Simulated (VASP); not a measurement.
# Pt (I4/mmm) in VASP: a series of runs, part 2 of 2

VASP 6.6.1.

### Step 4. Single point, PBE (strain +0.050 along x and y, -0.050 along z)

Contents of INCAR:

```
  PREC = Accurate
  ENCUT = 520
  EDIFF = 1E-6
  ISMEAR = 0
  SIGMA = 0.15
  LREAL = F
  LASPH = T
  NELM = 60
  ALGO = Normal
  ISIF = 2
  LWAVE = F
  LCHARG = T
  GGA = PE
  LELF = T
  LVHAR = T
  NBANDS = 11
```

Contents of KPOINTS:

```
regular mesh
0
Gamma
  20 20 20
```

Contents of POSCAR:

```
Pt
1.0
    0.0000000000      2.0557950000      1.8600050000
    2.0557950000      0.0000000000      1.8600050000
    2.0557950000      2.0557950000      0.0000000000
Pt
1
Direct
    0.0000000000      0.0000000000      0.0000000000
```

The run is started by

```
cat potpaw_PBE.64/Pt/POTCAR > POTCAR
mpirun -np 1 vasp_std > vasp.out
```

It took 1.8 min on 1 thread of Intel Xeon 8259CL, shared host; peak memory 0.24 GiB.

It converged, with:

```yaml
Free_energy: -6.0898 eV
Pressure: -0.9 GPa
Band_gap_on_the_k_mesh: zero (bands 5 and 6 overlap by 2.45 eV)
```

Stress tensor (GPa, compression positive):
```
-2.58  0.00  0.00
 0.00 -2.58  0.00
 0.00  0.00  2.37
```

Levels at points of the mesh, in eV from the Fermi level:
| k point | band 1 | band 2 | band 3 | band 4 | band 5 | band 6 | band 7 | band 8 | band 9 | band 10 |
| --- | --- | --- | --- | --- | --- | --- | --- | --- | --- | --- |
| (0.00, 0.00, 0.00) | -9.71 | -3.78 | -3.78 | -2.76 | -2.13 | -0.97 | 14.96 | 18.72 | 18.72 | 21.29 |
| (0.50, 0.00, 0.00) | -6.84 | -4.08 | -2.97 | -0.23 | -0.23 | 0.36 | 5.64 | 14.13 | 17.80 | 20.06 |
| (0.50, 0.50, 0.00) | -6.48 | -6.16 | 0.04 | 0.52 | 0.52 | 3.25 | 10.14 | 10.14 | 10.16 | 18.82 |
| (0.50, 0.00, 0.50) | -6.64 | -6.07 | -0.07 | 0.05 | 0.83 | 1.32 | 7.72 | 11.68 | 12.31 | 20.45 |

Caveat: the cell differs from its parent crystal (strain +0.050 along x and y, -0.050 along z); spin-orbit coupling is left out, which moves the levels of the heavy elements.

### Step 5. Single point, PBE (strain +0.050 along x and y, -0.025 along z)

Contents of INCAR:

```
ALGO     = Fast           # electronic algorithm
EDIFF    = 1E-6           # SCF threshold, eV
ENCUT    = 520            # plane-wave cutoff, eV
GGA      = PE             # functional
ISIF     = 2              # what is computed and relaxed
ISMEAR   = 0              # smearing method
LASPH    = True           # aspherical terms in the spheres
LCHARG   = False          # write CHGCAR
LREAL    = False          # projectors in reciprocal space
LWAVE    = False          # write WAVECAR
NBANDS   = 11             # bands
NELM     = 60             # most SCF steps
PREC     = Accurate       # precision mode
SIGMA    = 0.15           # smearing width, eV
```

Contents of KPOINTS:

```
k-points
0
Gamma
  20 20 20
```

Contents of POSCAR:

```
Pt
1.0
    0.0000000000      2.0557950000      1.9089525000
    2.0557950000      0.0000000000      1.9089525000
    2.0557950000      2.0557950000      0.0000000000
Pt
1
Direct
    0.0000000000      0.0000000000      0.0000000000
```

Potentials or basis: VASP PAW PBE potentials, release 64 (Pt).

The run is started by

```
cat potpaw_PBE.64/Pt/POTCAR > POTCAR
mpirun -np 1 vasp_std > vasp.out
```

OUTCAR:

```text
EDIFF = 1E-6
   ENCUT = 520
   GGA = PE
   ISIF = 2
   ISMEAR = 0
   LASPH = True
   LREAL = False
   NELM = 60
   PREC = Accurate

 ion  position               nearest neighbor table
   1  0.000  0.000  0.000-

  LATTYP: Found a body centered tetragonal cell.
 ALAT       =     2.9073331705
 C/A-ratio  =     1.3131983079

  Lattice vectors:

 A1 = (   0.0000000000,  -2.0557950000,  -1.9089525000)
 A2 = (   0.0000000000,   2.0557950000,  -1.9089525000)
 A3 = (   2.0557950000,   0.0000000000,   1.9089525000)

[... 516 lines left out ...]

 [... further k-points ...]

------------------------ aborting loop because EDIFF is reached ----------------------------------------

  FORCE on cell =-STRESS in cart. coord.  units (eV):
  Direction    XX          YY          ZZ          XY          YZ          ZX
  --------------------------------------------------------------------------------------
  -------------------------------------------------------------------------------------
  Total       -0.8315919     -0.8315919     -0.4563030      0.0000000      0.0000000      0.0000000
  in kB      -82.5726277    -82.5726277    -45.3084440      0.0000000      0.0000000      0.0000000
  external PRESSURE =     -70.1512331 kB  Pullay stress =       0.0000000 kB

 VOLUME and BASIS-vectors are now :
 -----------------------------------------------------------------------------
  energy-cutoff  :      520.00
  volume of cell :       16.14
      direct lattice vectors                 reciprocal lattice vectors
     0.000000000  2.055795000  1.908952500    -0.243214912  0.243214912  0.261923751
     2.055795000  0.000000000  1.908952500     0.243214912 -0.243214912  0.261923751
     2.055795000  2.055795000  0.000000000     0.243214912  0.243214912 -0.261923751

 POSITION                                       TOTAL-FORCE (eV/Angst)
 -----------------------------------------------------------------------------------
      0.00000      0.00000      0.00000         0.000000      0.000000      0.000000
 -----------------------------------------------------------------------------------
    total drift:                               -0.000000      0.000000     -0.000000

  FREE ENERGIE OF THE ION-ELECTRON SYSTEM (eV)
  ---------------------------------------------------
  free  energy   TOTEN  =        -6.0871084435 eV

  energy  without entropy=       -6.0659321337  energy(sigma->0) =       -6.07652029
```

OSZICAR:

```text
N       E                     dE             d eps       ncg     rms          rms(c)
DAV:   1     0.391411181464E+02    0.39141E+02   -0.53123E+03 14449   0.839E+02
DAV:   2    -0.585810981890E+01   -0.44999E+02   -0.43160E+02 16051   0.173E+02
DAV:   3    -0.646377309096E+01   -0.60566E+00   -0.60132E+00 16493   0.191E+01
DAV:   4    -0.646618518112E+01   -0.24121E-02   -0.24119E-02 16187   0.143E+00
DAV:   5    -0.646620562368E+01   -0.20443E-04   -0.20441E-04 16566   0.123E-01    0.106E+01
RMM:   6    -0.611969442961E+01    0.34651E+00   -0.37948E-01 14158   0.521E+00    0.559E+00
RMM:   7    -0.608982065396E+01    0.29874E-01   -0.59873E-02 14868   0.225E+00    0.240E+00
RMM:   8    -0.608737349453E+01    0.24472E-02   -0.67175E-03 14907   0.703E-01    0.558E-01
RMM:   9    -0.608709248662E+01    0.28101E-03   -0.80469E-04 15914   0.246E-01    0.420E-02
RMM:  10    -0.608710706121E+01   -0.14575E-04   -0.12079E-04 16410   0.827E-02    0.566E-02
RMM:  11    -0.608710824335E+01   -0.11821E-05   -0.13621E-05 16086   0.258E-02    0.859E-03
RMM:  12    -0.608710844352E+01   -0.20018E-06   -0.30151E-06 12936   0.115E-02
   1 F= -.60871084E+01 E0= -.60765203E+01  d E =-.211763E-01
```

stdout:

```text
POSCAR found type information on POSCAR Pt
 POSCAR found :  1 types and       1 ions
 scaLAPACK will be used
 LDA part: xc-table for (Slater+PW92), standard interpolation
 POSCAR, INCAR and KPOINTS ok, starting setup
 FFT: planning ... GRIDC
 FFT: planning ... GRID_SOFT
 FFT: planning ... GRID
 WAVECAR not read
 entering main loop
```

Run time: 2 min. Hardware: 1 thread of Intel Xeon 8259CL, shared host; peak memory 0.24 GiB.

What came out:

```
Free energy            : -6.0871 eV
Pressure               : -7.0 GPa
Band gap on the k mesh : zero (bands 5 and 6 overlap by 2.25 eV)
```

Stress tensor (GPa, compression positive):
```
-8.26  0.00  0.00
 0.00 -8.26  0.00
 0.00  0.00 -4.53
```

Levels at points of the mesh, in eV from the Fermi level:
```tsv
k point	band 3	band 4	band 5	band 6	band 7	band 8
(0.00, 0.00, 0.00)	-3.59	-2.84	-1.90	-1.05	14.92	18.85
(0.50, 0.00, 0.00)	-3.02	-0.16	-0.16	0.25	5.40	14.24
(0.50, 0.50, 0.00)	0.01	0.47	0.47	2.89	9.41	10.34
(0.50, 0.00, 0.50)	-0.04	0.13	0.70	1.50	7.63	11.49
```

Caveat: the cell differs from its parent crystal (strain +0.050 along x and y, -0.025 along z); the cell stands under tension; spin-orbit coupling is left out, which moves the levels of the heavy elements.

### Step 6. Single point, PBE (strain +0.050 along x and y, +0.000 along z)

Contents of INCAR:

```
SYSTEM = Pt
PREC = Accurate
ENCUT = 520
EDIFF = 1E-6
ISMEAR = 0
SIGMA = 0.15
LREAL = .False.
LASPH = .True.
NELM = 100
ALGO = Fast
ISIF = 2
LWAVE = .False.
LCHARG = .True.
GGA = PE
LELF = .True.
LVHAR = .True.
NBANDS = 11
```

Contents of KPOINTS:

```
regular mesh
0
Gamma
  20 20 20
  0 0 0
```

Contents of POSCAR:

```
Pt
1.0
    0.0000000000      2.0557950000      1.9579000000
    2.0557950000      0.0000000000      1.9579000000
    2.0557950000      2.0557950000      0.0000000000
Pt
1
Direct
    0.0000000000      0.0000000000      0.0000000000
```

Potentials or basis: VASP PAW PBE potentials, release 64 (Pt).

The run is started by

```
cat potpaw_PBE.64/Pt/POTCAR > POTCAR
mpirun -np 1 vasp_std > vasp.out
```

Wall time 2 min (1 thread of Intel Xeon 8259CL, shared host); peak memory 0.25 GiB.

Results (log left out):

```
Free energy            : -6.0679 eV
Pressure               : -12.1 GPa
Band gap on the k mesh : zero (bands 5 and 6 overlap by 2.05 eV)
```

Stress tensor (GPa, compression positive):
```
-12.91   0.00   0.00
  0.00 -12.91   0.00
  0.00   0.00 -10.43
```

Levels at points of the mesh, in eV from the Fermi level:
```
           k point  band 1  band 2  band 3  band 4  band 5  band 6  band 7  band 8  band 9  band 10
(0.00, 0.00, 0.00)   -9.20   -3.40   -3.40   -2.91   -1.69   -1.14   14.90   18.95   18.95    20.04
(0.50, 0.00, 0.00)   -6.39   -3.54   -3.04   -0.10   -0.08    0.16    5.19   14.33   17.85    18.92
(0.50, 0.50, 0.00)   -6.05   -5.69   -0.01    0.43    0.43    2.58    8.71   10.54   10.54    18.59
(0.50, 0.00, 0.50)   -6.13   -5.68   -0.02    0.21    0.58    1.69    7.56   11.30   11.52    19.33
```

Caveat: the cell differs from its parent crystal (strain +0.050 along x and y, +0.000 along z); the cell stands under tension; spin-orbit coupling is left out, which moves the levels of the heavy elements.

### Step 7. The runs side by side

```tsv
cell	gap on the mesh (eV)	pressure (GPa)
a = 2.736, b = 2.736, c = 2.838 Å, angles 58.8, 58.8, 62.5°, 1 atom	none	12.1
a = 2.770, b = 2.770, c = 2.838 Å, angles 59.2, 59.2, 61.6°, 1 atom	none	4.3
a = 2.772, b = 2.772, c = 2.907 Å, angles 58.4, 58.4, 63.2°, 1 atom	none	-0.9
a = 2.805, b = 2.805, c = 2.907 Å, angles 58.8, 58.8, 62.4°, 1 atom	none	-7.0
a = 2.839, b = 2.839, c = 2.907 Å, angles 59.2, 59.2, 61.6°, 1 atom	none	-12.1
```

Alike in all rows: task single point; level PBE; potentials or basis VASP PAW PBE potentials, release 64 (Pt); no spin polarisation; k mesh 20 × 20 × 20; cutoff (eV) 520; smearing gaussian 0.15 eV.

Caveats: spin-orbit coupling is left out, which moves the levels of the heavy elements; the cell stands under tension (at least some runs); the stress differs along the axes, from 10 to 16 GPa (at least some runs); the cell stands under pressure (at least some runs).

Total energies depend on the potentials used, so only differences within one code and one set of settings carry meaning.
